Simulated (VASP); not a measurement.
# CdF2 (Fm-3m) in VASP: relaxation of the atoms with r2SCAN

Aim: the relaxation of the atoms of CdF2 with r2SCAN.

All numbers are computed with VASP 6.6.1; they aren't measurements. Logs are shortened: lines on timing, memory, paths and dates and some standing lists are left out, and cuts for length are marked.

## 1. The cell of the first run

The structure is cubic, space group Fm-3m (No. 225). Conventional cell: a = 5.462 Å, b = 5.462 Å, c = 5.462 Å, α = 90.00°, β = 90.00°, γ = 90.00°. Cd (site symmetry m-3m) has 8 F at 2.37 Å within 3.1 Å. Within 3.1 Å of F (site symmetry -43m) lie 4 Cd at 2.37 Å and 6 F at 2.73 Å.

## 2. Relaxation of the atoms, r2SCAN

The input, POSCAR:

```
CdF2
1.0
    0.0000000000      2.7310685800      2.7310685800
    2.7310685800      0.0000000000      2.7310685800
    2.7310685800      2.7310685800      0.0000000000
Cd F
1 2
Direct
    0.0000000000      0.0000000000      0.0000000000
    0.2500000000      0.2500000000      0.2500000000
    0.7500000000      0.7500000000      0.7500000000
```

The input, INCAR.step1:

```
PREC = Accurate
ENCUT = 520
ISMEAR = -1
SIGMA = 0.02
LREAL = F
LASPH = T
NELM = 80
GGA = PE
ALGO = Normal
EDIFF = 1E-4
LWAVE = T
LCHARG = F
```

The input, INCAR.step2:

```
PREC = Accurate
ENCUT = 520
EDIFF = 1E-6
ISMEAR = -1
SIGMA = 0.02
LREAL = F
LASPH = T
NELM = 80
ALGO = Normal
ISIF = 2
LWAVE = F
LCHARG = F
METAGGA = R2SCAN
LMIXTAU = T
IBRION = 2
NSW = 50
EDIFFG = -0.01
ISTART = 1
```

The input, KPOINTS:

```
Automatic mesh
0
Gamma
  10 10 10
```

Potentials or basis: VASP PAW PBE potentials, release 64 (Cd, F).

Launch:

```console
cat potpaw_PBE.64/Cd/POTCAR potpaw_PBE.64/F/POTCAR > POTCAR
cp INCAR.step1 INCAR
mpirun -np 1 vasp_std > vasp.out
cp INCAR.step2 INCAR
mpirun -np 1 vasp_std > vasp.out
```

OUTCAR:

```text
PREC = Accurate
   ENCUT = 520
   EDIFF = 1E-6
   ISMEAR = -1
   LREAL = F
   LASPH = T
   NELM = 80
   ISIF = 2
   METAGGA = R2SCAN
   IBRION = 2
   NSW = 50
   EDIFFG = -0.01
   ISTART = 1

 ion  position               nearest neighbor table
   1  0.000  0.000  0.000-   3 2.37   3 2.37   3 2.37   2 2.37   2 2.37   2 2.37   3 2.37   2 2.37

   2  0.250  0.250  0.250-   1 2.37   1 2.37   1 2.37   1 2.37
   3  0.750  0.750  0.750-   1 2.37   1 2.37   1 2.37   1 2.37

  LATTYP: Found a face centered cubic cell.
 ALAT       =     5.4621371600

  Lattice vectors:

 A1 = (   0.0000000000,   2.7310685800,   2.7310685800)
 A2 = (   2.7310685800,   0.0000000000,   2.7310685800)
 A3 = (   2.7310685800,   2.7310685800,   0.0000000000)

Analysis of symmetry for initial positions (statically):
=====================================================================
 Subroutine PRICEL returns:
 Original cell was already a primitive cell.

 Routine SETGRP: Setting up the symmetry group for a
 face centered cubic supercell.

 Subroutine GETGRP returns: Found 48 space group operations
 (whereof 48 operations were pure point group operations)
 out of a pool of 48 trial point group operations.

The static configuration has the point symmetry O_h .

Analysis of symmetry for dynamics (positions and initial velocities):
=====================================================================
 Subroutine PRICEL returns:
 Original cell was already a primitive cell.

 Routine SETGRP: Setting up the symmetry group for a
 face centered cubic supercell.

 Subroutine GETGRP returns: Found 48 space group operations
 (whereof 48 operations were pure point group operations)
 out of a pool of 48 trial point group operations.

The dynamic configuration has the point symmetry O_h .

 Subroutine INISYM returns: Found 48 space group operations
 (whereof 48 operations are pure point group operations),
 and found     1 'primitive' translations

----------------------------------------------------------------------------------------

                                     Primitive cell

  volume of cell :      40.7406

  direct lattice vectors                    reciprocal lattice vectors
     0.000000000  2.731068580  2.731068580    -0.183078522  0.183078522  0.183078522
     2.731068580  0.000000000  2.731068580     0.183078522 -0.183078522  0.183078522
[... 88 lines left out ...]
   LREAL  =      F    real-space projection
   EDIFFG = -.1E-01   stopping-criterion for IOM
   NSW    =     50    number of steps for IOM
   IBRION =      2    ionic relax: 0-MD 1-quasi-New 2-CG
   NFREE  =      1    steps in history (QN), initial steepest desc. (CG)
   ISIF   =      2    stress and relaxation
   ISYM   =      2    0-nonsym 1-usesym 2-fastsym
   POTIM  = 0.5000    time-step for ionic-motion
   TEBEG  =    0.0;   TEEND  =   0.0 temperature during run
   PSTRESS=    0.0 pullay stress
   NELECT =      26.0000    total number of electrons
   NUPDOWN=      -1.0000    fix difference up-down
   EMIN   =  10.00;   EMAX   =-10.00  energy-range for DOS
   EFERMI =   0.00;   METHOD = LEGACY
   ISMEAR =    -1;   SIGMA  =   0.02  broadening in eV -4-tet -1-fermi 0-gaus
   EFERMI_NEDOS =   21; number of points for ismear=-14 and -15
   IALGO  =     38    algorithm
   IMIX   =      4    mixing-type and parameters
     AMIX     =   0.40;   BMIX     =  1.00
     AMIX_MAG =   1.60;   BMIX_MAG =  1.00
  volume/ion in A,a.u.               =      13.58        91.64
  Fermi-wavevector in a.u.,A,eV,Ry     =   1.409473  2.663517 27.029516  1.986613
  Thomas-Fermi vector in A             =   2.531525
   LORBIT       =      0    0 simple, 1 ext, 2 COOP (PROOUT), +10 PAW based schemes
   METAGGA = R2SCAN    functional components
   LHFCALC =     F    Hartree Fock is set to
   AEXX    =    0.0000 exact exchange contribution
   IVDW    =     0    specifies the selected vdW correction
   LEPSILON=     F    determine dielectric tensor
   LRPA    =     F    only Hartree local field effects (RPA)
 conjugate gradient relaxation of ions
 non-spin polarized calculation
  energy-cutoff  :      520.00
  volume of cell :       40.74
 maximum number of plane-waves:      1113
 NGX is ok and might be reduce to    30
   NGX = 15   NGY = 15   NGZ = 15

 number of electron      25.9999991 magnetization

 Free energy of the ion-electron system (eV)
  ---------------------------------------------------
  ext. energy  EPLUGINS =         0.00000000
  ---------------------------------------------------
  free energy    TOTEN  =       -33.70927763 eV

  energy without entropy =      -33.70927763  energy(sigma->0) =      -33.70927763

 E-fermi :  -1.7079     XC(G=0): -10.8114

 val. band max:       -2.1710039061   @ k =  -0.3000   0.5000   0.2000
 cond. band min:       1.4378541502   @ k =   0.0000   0.0000   0.0000
 fundamental gap:      3.6088580563
 Fermi energy:        -1.7078872839

 k-point     1 :       0.0000    0.0000    0.0000
  band No.  band energies     occupation
      1     -23.8823      2.00000
      2     -22.9224      2.00000
      3      -7.6817      2.00000
      4      -7.6817      2.00000
      5      -7.6817      2.00000
      6      -6.6228      2.00000
[... 457 lines left out ...]
      4      -7.1175      2.00000
      5      -7.0381      2.00000
      6      -6.6299      2.00000
[... 9 lines left out ...]
     16      11.7317      0.00000
     17      12.5349      0.00000

 [... further k-points ...]

------------------------ aborting loop because EDIFF is reached ----------------------------------------

  FORCE on cell =-STRESS in cart. coord.  units (eV):
  Direction    XX          YY          ZZ          XY          YZ          ZX
  --------------------------------------------------------------------------------------
  -------------------------------------------------------------------------------------
  Total       -0.8661348     -0.8661348     -0.8661348     -0.0000000     -0.0000000     -0.0000000
  in kB      -34.0618520    -34.0618520    -34.0618520     -0.0000000     -0.0000000     -0.0000000
  external PRESSURE =     -34.0618520 kB  Pullay stress =       0.0000000 kB

 VOLUME and BASIS-vectors are now :
 -----------------------------------------------------------------------------
  energy-cutoff  :      520.00
  volume of cell :       40.74
      direct lattice vectors                 reciprocal lattice vectors
     0.000000000  2.731068580  2.731068580    -0.183078522  0.183078522  0.183078522
     2.731068580  0.000000000  2.731068580     0.183078522 -0.183078522  0.183078522
     2.731068580  2.731068580  0.000000000     0.183078522  0.183078522 -0.183078522

 POSITION                                       TOTAL-FORCE (eV/Angst)
 -----------------------------------------------------------------------------------
      0.00000      0.00000      0.00000        -0.000000     -0.000000     -0.000000
      1.36553      1.36553      1.36553        -0.000000     -0.000000      0.000000
      4.09660      4.09660      4.09660         0.000000      0.000000     -0.000000
 -----------------------------------------------------------------------------------
    total drift:                                0.000000     -0.000000      0.000000

  FREE ENERGIE OF THE ION-ELECTRON SYSTEM (eV)
  ---------------------------------------------------
  free  energy   TOTEN  =       -33.7092776349 eV

  energy  without entropy=      -33.7092776349  energy(sigma->0) =      -33.70927763

 reached required accuracy - stopping structural energy minimisation
```

OUTCAR.step1:

```text
PREC = Accurate
   ENCUT = 520
   ISMEAR = -1
   LREAL = F
   LASPH = T
[... 705 lines left out ...]
      0.00000      0.00000      0.00000         0.000000     -0.000000     -0.000000
      1.36553      1.36553      1.36553         0.000000      0.000000      0.000000
      4.09660      4.09660      4.09660        -0.000000     -0.000000     -0.000000
 -----------------------------------------------------------------------------------
    total drift:                                0.000000     -0.000000      0.000000

  FREE ENERGIE OF THE ION-ELECTRON SYSTEM (eV)
  ---------------------------------------------------
  free  energy   TOTEN  =       -10.9014499317 eV

  energy  without entropy=      -10.9014499317  energy(sigma->0) =      -10.90144993
```

OSZICAR.step1:

```text
N       E                     dE             d eps       ncg     rms          rms(c)
DAV:   1     0.200832136890E+03    0.20083E+03   -0.15787E+04  1631   0.154E+03
DAV:   2    -0.372319969621E+01   -0.20456E+03   -0.19888E+03  1757   0.381E+02
DAV:   3    -0.126228894573E+02   -0.88997E+01   -0.88783E+01  1743   0.897E+01
DAV:   4    -0.126674256268E+02   -0.44536E-01   -0.44529E-01  1893   0.638E+00
DAV:   5    -0.126675816013E+02   -0.15597E-03   -0.15596E-03  1729   0.325E-01    0.975E+00
DAV:   6    -0.108769033808E+02    0.17907E+01   -0.54017E+00  2072   0.455E+01    0.692E+00
DAV:   7    -0.109194061594E+02   -0.42503E-01   -0.90201E-01  1602   0.100E+01    0.399E+00
DAV:   8    -0.109104766812E+02    0.89295E-02   -0.17201E-01  1723   0.413E+00    0.753E-01
DAV:   9    -0.109008142741E+02    0.96624E-02   -0.43395E-02  1975   0.252E+00    0.984E-02
DAV:  10    -0.109013573396E+02   -0.54307E-03   -0.32116E-03  1622   0.740E-01    0.121E-01
DAV:  11    -0.109014499317E+02   -0.92592E-04   -0.19428E-04  1361   0.177E-01
   1 F= -.10901450E+02 E0= -.10901450E+02  d E =-.312555E-10
```

It took 59 s on 1 thread of Intel Xeon 6975P-C (Granite Rapids), shared host; peak memory 0.18 GiB.

What came out:

```
Free energy             : -33.7093 eV
Pressure after relaxing : -3.4 GPa
Band gap on the k mesh  : 3.61 eV (least direct gap 4.16 eV)
```

Final structure:
```
CELL_PARAMETERS angstrom
0.00000 2.73107 2.73107
2.73107 0.00000 2.73107
2.73107 2.73107 0.00000
ATOMIC_POSITIONS crystal
Cd 0.00000 0.00000 0.00000
F 0.25000 0.25000 0.25000
F 0.75000 0.75000 0.75000
```

Levels at points of the mesh, in eV from the valence-band top:
| k point | band 11 | band 12 | band 13 | band 14 | band 15 | band 16 |
| --- | --- | --- | --- | --- | --- | --- |
| (0.00, 0.00, 0.00) | -0.55 | -0.55 | -0.55 | 3.61 | 13.40 | 13.40 |
| (0.50, 0.00, 0.00) | -1.69 | -0.42 | -0.42 | 7.67 | 9.56 | 15.22 |
| (0.50, 0.50, 0.00) | -0.43 | -0.08 | -0.08 | 8.53 | 10.31 | 12.09 |

Caveat: the relaxation stopped at its first step, so nothing moved; the PAW data sets were made with another functional, which shifts forces and pressure a little. A k mesh can miss the band edges.
